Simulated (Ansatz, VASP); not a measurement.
# One calculation of Ti3Al, two programs

```xyz
4
Lattice="2.8794 0.0000 0.0000 -1.4397 2.4937 0.0000 0.0000 0.0000 9.5569" Properties=species:S:1:pos:R:3 pbc="T T T"
Ti    1.4397    0.8312    0.0000
Ti    0.0000    1.6624    7.2755
Ti    0.0000    1.6624    2.2813
Al    1.4397    0.8312    4.7784
```

Alike in both runs: task single point; functional PBE; k mesh 15 × 15 × 6; occupations gaussian, width 0.15 eV; no spin polarisation.

|  | VASP | Ansatz |
| --- | --- | --- |
| version | VASP 6.6.1 | Ansatz 0.2.0 |
| potentials or method | VASP PAW PBE potentials, release 64 (Ti_sv, Al), cutoff 520 eV | scalar-relativistic, plane waves, PAW |
| valence electrons in the cell | 39 | 39 |

|  | VASP | Ansatz | Ansatz less VASP |
| --- | --- | --- | --- |
| gap on the k mesh at the Fermi level (eV) | none | none | - |
| pressure (GPa) | 0.5 | 0.7 | +0.21 |
| traceless stress, the component that is largest in VASP (GPa) | -5.70 | -5.74 | -0.046 |
| rms of the force components (eV/Å) | 0.319 | 0.323 | +0.0043 |

Atom by atom the forces differ by 0.004 eV/Å (rms over components). A gap of «none» marks a metal or a gap that the smearing closes.
